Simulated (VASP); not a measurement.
# Al (I4/mmm) in VASP: notebook, part 2 of 2

VASP 6.6.1. Earlier steps stand in the parts before.

### 4 Single point, LDA (strain +0.050 along x and y, -0.050 along z)

Input file INCAR:

```
  ALGO = Normal
  EDIFF = 1E-6
  ENCUT = 520
  ISIF = 2
  ISMEAR = 0
  LASPH = T
  LCHARG = F
  LREAL = F
  LWAVE = F
  NBANDS = 8
  NELM = 80
  PREC = Accurate
  SIGMA = 0.15
```

Input file KPOINTS:

```
k-points
0
Gamma
  20 20 20
```

Input file POSCAR:

```
Al
1.0
    0.0000000000      2.1251790000      1.9227810000
    2.1251790000      0.0000000000      1.9227810000
    2.1251790000      2.1251790000      0.0000000000
Al
1
Direct
    0.0000000000      0.0000000000      0.0000000000
```

Potentials or basis: VASP PAW LDA potentials, release 64 (Al).

Run with:

```bash
$ cat potpaw_LDA.64/Al/POTCAR > POTCAR
$ mpirun -np 1 vasp_std > vasp.out
```

OUTCAR:

```text
EDIFF = 1E-6
   ENCUT = 520
   ISIF = 2
   ISMEAR = 0
   LASPH = T
   LREAL = F
   NELM = 80
   PREC = Accurate

 ion  position               nearest neighbor table
   1  0.000  0.000  0.000-

  LATTYP: Found a body centered tetragonal cell.
 ALAT       =     3.0054569643
 C/A-ratio  =     1.2795265564

  Lattice vectors:

 A1 = (   0.0000000000,  -2.1251790000,  -1.9227810000)
 A2 = (   0.0000000000,   2.1251790000,  -1.9227810000)
 A3 = (   2.1251790000,   0.0000000000,   1.9227810000)

Analysis of symmetry for initial positions (statically):
=====================================================================
 Subroutine PRICEL returns:
 Original cell was already a primitive cell.

 Routine SETGRP: Setting up the symmetry group for a
 body centered tetragonal supercell.

 Subroutine GETGRP returns: Found 16 space group operations
 (whereof 16 operations were pure point group operations)
 out of a pool of 16 trial point group operations.

The static configuration has the point symmetry D_4h.

Analysis of symmetry for dynamics (positions and initial velocities):
=====================================================================
 Subroutine PRICEL returns:
 Original cell was already a primitive cell.

 Routine SETGRP: Setting up the symmetry group for a
 body centered tetragonal supercell.

 Subroutine GETGRP returns: Found 16 space group operations
 (whereof 16 operations were pure point group operations)
 out of a pool of 16 trial point group operations.

The dynamic configuration has the point symmetry D_4h.

 Subroutine INISYM returns: Found 16 space group operations
 (whereof 16 operations are pure point group operations),
 and found     1 'primitive' translations

----------------------------------------------------------------------------------------

                                     Primitive cell

  volume of cell :      17.3680

  direct lattice vectors                    reciprocal lattice vectors
     0.000000000  2.125179000  1.922781000    -0.235274299  0.235274299  0.260040015
     2.125179000  0.000000000  1.922781000     0.235274299 -0.235274299  0.260040015
     2.125179000  2.125179000  0.000000000     0.235274299  0.235274299 -0.260040015

  length of vectors
     2.865915658  2.865915658  3.005456964     0.422289949  0.422289949  0.422289949

  position of ions in fractional coordinates (direct lattice)
     0.000000000  0.000000000  0.000000000

  ion indices of the primitive-cell ions
   primitive index   ion index
                 1           1

----------------------------------------------------------------------------------------

 KPOINTS: k-points

Automatic generation of k-mesh.
 Grid dimensions read from file:
 generate k-points for:   20   20   20

 Generating k-lattice:

  Cartesian coordinates                     Fractional coordinates (reciprocal lattice)
    -0.011763715  0.011763715  0.013002001     0.050000000  0.000000000  0.000000000
     0.011763715 -0.011763715  0.013002001     0.000000000  0.050000000  0.000000000
     0.011763715  0.011763715 -0.013002001     0.000000000  0.000000000  0.050000000

  Length of vectors
     0.021114497  0.021114497  0.021114497

  Shift w.r.t. Gamma in fractional coordinates (k-lattice)
     0.000000000  0.000000000  0.000000000

 Subroutine IBZKPT returns following result:
 ===========================================

 Found    641 irreducible k-points:

 Following reciprocal coordinates:
            Coordinates               Weight
  0.000000  0.000000  0.000000      1.000000
  0.050000  0.000000  0.000000      8.000000
  0.100000  0.000000  0.000000      8.000000
  0.150000 -0.000000  0.000000      8.000000
  0.200000  0.000000  0.000000      8.000000
  0.250000 -0.000000  0.000000      8.000000
[... 16 lines left out ...]
 -0.400000  0.050000  0.000000      8.000000
 -0.350000  0.050000  0.000000      8.000000
 [... further k-points ...]
   k-points           NKPTS =    641   k-points in BZ     NKDIM =    641   number of bands    NBANDS=      8
   number of dos      NEDOS =    301   number of ions     NIONS =      1
   total plane-waves  NPLWV =  13824
   dimension x,y,z NGX =    24 NGY =   24 NGZ =   24
   dimension x,y,z NGXF=    48 NGYF=   48 NGZF=   48
   ions per type =               1
   NGX,Y,Z   is equivalent  to a cutoff of  13.92, 13.92, 13.28 a.u.
   NGXF,Y,Z  is equivalent  to a cutoff of  27.84, 27.84, 26.55 a.u.
 SYSTEM =  unknown system
   PREC   = accura    normal or accurate (medium, high low for compatibility)
   ISTART =      0    job   : 0-new  1-cont  2-samecut
   ICHARG =      2    charge: 1-file 2-atom 10-const
   ISPIN  =      1    spin polarized calculation?
   LNONCOLLINEAR =      F non collinear calculations
   LSORBIT =      F    spin-orbit coupling
   LASPH  =      T    aspherical Exc in radial PAW
   ENCUT  =  520.0 eV  38.22 Ry    6.18 a.u.   5.33  5.33  5.59*2*pi/ulx,y,z
   NELM   =     80;   NELMIN=  2; NELMDL= -5     # of ELM steps
   EDIFF  = 0.1E-05   stopping-criterion for ELM
   LREAL  =      F    real-space projection
   EDIFFG = 0.1E-04   stopping-criterion for IOM
   NSW    =      0    number of steps for IOM
   IBRION =     -1    ionic relax: 0-MD 1-quasi-New 2-CG
   NFREE  =      0    steps in history (QN), initial steepest desc. (CG)
   ISIF   =      2    stress and relaxation
   ISYM   =      2    0-nonsym 1-usesym 2-fastsym
   POTIM  = 0.5000    time-step for ionic-motion
   TEBEG  =    0.0;   TEEND  =   0.0 temperature during run
   PSTRESS=    0.0 pullay stress
   NELECT =       3.0000    total number of electrons
   NUPDOWN=      -1.0000    fix difference up-down
   EMIN   =  10.00;   EMAX   =-10.00  energy-range for DOS
   EFERMI =   0.00;   METHOD = LEGACY
   ISMEAR =     0;   SIGMA  =   0.15  broadening in eV -4-tet -1-fermi 0-gaus
   EFERMI_NEDOS =   21; number of points for ismear=-14 and -15
   IALGO  =     38    algorithm
   IMIX   =      4    mixing-type and parameters
     AMIX     =   0.40;   BMIX     =  1.00
     AMIX_MAG =   1.60;   BMIX_MAG =  1.00
  volume/ion in A,a.u.               =      17.37       117.21
  Fermi-wavevector in a.u.,A,eV,Ry     =   0.911727  1.722915 11.309798  0.831247
  Thomas-Fermi vector in A             =   2.036040
   LORBIT       =      0    0 simple, 1 ext, 2 COOP (PROOUT), +10 PAW based schemes
   GGA     = CA    functional components
   LHFCALC =     F    Hartree Fock is set to
   AEXX    =    0.0000 exact exchange contribution
   IVDW    =     0    specifies the selected vdW correction
   LEPSILON=     F    determine dielectric tensor
   LRPA    =     F    only Hartree local field effects (RPA)
 non-spin polarized calculation
 Gauss-broadening in eV      SIGMA  =   0.15
  energy-cutoff  :      520.00
  volume of cell :       17.37
 maximum number of plane-waves:       484
 NGX is ok and might be reduce to    24
   NGX = 11   NGY = 11   NGZ = 11

 number of electron       3.0000000 magnetization

 Free energy of the ion-electron system (eV)
  ---------------------------------------------------
  ext. energy  EPLUGINS =         0.00000000
  ---------------------------------------------------
  free energy    TOTEN  =        -4.14948962 eV

  energy without entropy =       -4.14539750  energy(sigma->0) =       -4.14744356

 E-fermi :   7.2555     XC(G=0): -10.1555

 val. band max:        7.2508496432   @ k =   0.5000   0.2500   0.1500
 cond. band min:       7.2577499270   @ k =  -0.3000   0.4000   0.2500
 fundamental gap:      0.0069002839
 Fermi energy:         7.2555387705

 k-point     1 :       0.0000    0.0000    0.0000
  band No.  band energies     occupation
      1      -3.4815      2.00000
      2      19.3555      0.00000
      3      19.3555      0.00000
      4      20.3673      0.00000
      5      20.3686      0.00000
      6      20.6603      0.00000
      7      20.6603      0.00000
      8      23.6702      0.00000
[... 243 lines left out ...]
 k-point    24 :      -0.3500    0.0500    0.0000
  band No.  band energies     occupation
      1      -0.0073      2.00000
      2       6.9296      1.99788
      3      17.2000      0.00000
      4      17.4920      0.00000
      5      18.1122      0.00000
      6      19.3969      0.00000
      7      21.3329      0.00000
      8      26.5908      0.00000

 [... further k-points ...]

------------------------ aborting loop because EDIFF is reached ----------------------------------------

  FORCE on cell =-STRESS in cart. coord.  units (eV):
  Direction    XX          YY          ZZ          XY          YZ          ZX
  --------------------------------------------------------------------------------------
  -------------------------------------------------------------------------------------
  Total       -0.7377511     -0.7377511     -0.4201954      0.0000000      0.0000000     -0.0000000
  in kB      -68.0565017    -68.0565017    -38.7624299      0.0000000      0.0000000     -0.0000000
  external PRESSURE =     -58.2918111 kB  Pullay stress =       0.0000000 kB

 VOLUME and BASIS-vectors are now :
 -----------------------------------------------------------------------------
  energy-cutoff  :      520.00
  volume of cell :       17.37
      direct lattice vectors                 reciprocal lattice vectors
     0.000000000  2.125179000  1.922781000    -0.235274299  0.235274299  0.260040015
     2.125179000  0.000000000  1.922781000     0.235274299 -0.235274299  0.260040015
     2.125179000  2.125179000  0.000000000     0.235274299  0.235274299 -0.260040015

 POSITION                                       TOTAL-FORCE (eV/Angst)
 -----------------------------------------------------------------------------------
      0.00000      0.00000      0.00000         0.000000      0.000000     -0.000000
 -----------------------------------------------------------------------------------
    total drift:                                0.000000     -0.000000     -0.000000

  FREE ENERGIE OF THE ION-ELECTRON SYSTEM (eV)
  ---------------------------------------------------
  free  energy   TOTEN  =        -4.1494896208 eV

  energy  without entropy=       -4.1453975045  energy(sigma->0) =       -4.14744356
```

stdout:

```text
POSCAR found type information on POSCAR Al
 POSCAR found :  1 types and       1 ions
 scaLAPACK will be used
 LDA part: xc-table for (Slater(with rela. corr.)+CA(PZ))
 , standard interpolation
 POSCAR, INCAR and KPOINTS ok, starting setup
 FFT: planning ... GRIDC
 FFT: planning ... GRID_SOFT
 FFT: planning ... GRID
 WAVECAR not read
 entering main loop
```

Wall time 52 s (1 thread of Intel Xeon 8259CL, shared host); peak memory 0.18 GiB.

What came out:

| Property | Result |
| --- | --- |
| Free energy | -4.1495 eV |
| Pressure | -5.8 GPa |
| Band gap on the k mesh | zero (an odd number of electrons rules out a gap without spin polarisation) |

Caveat: the cell differs from its parent crystal (strain +0.050 along x and y, -0.050 along z); the cell stands under tension.

### 5 Overview

```tsv
cell	gap on the mesh (eV)	pressure (GPa)
a = 2.829, b = 2.829, c = 2.934 Å, angles 58.8, 58.8, 62.5°, 1 atom	none	-3.1
a = 2.863, b = 2.863, c = 2.934 Å, angles 59.2, 59.2, 61.6°, 1 atom	none	-5.0
a = 2.866, b = 2.866, c = 3.005 Å, angles 58.4, 58.4, 63.2°, 1 atom	none	-5.8
```

Alike in all rows: task single point; level LDA; potentials or basis VASP PAW LDA potentials, release 64 (Al); no spin polarisation; k mesh 20 × 20 × 20; cutoff (eV) 520; smearing gaussian 0.15 eV.

Caveats: the cell stands under tension.

Total energies depend on the potentials used, so only differences within one code and one set of settings carry meaning.
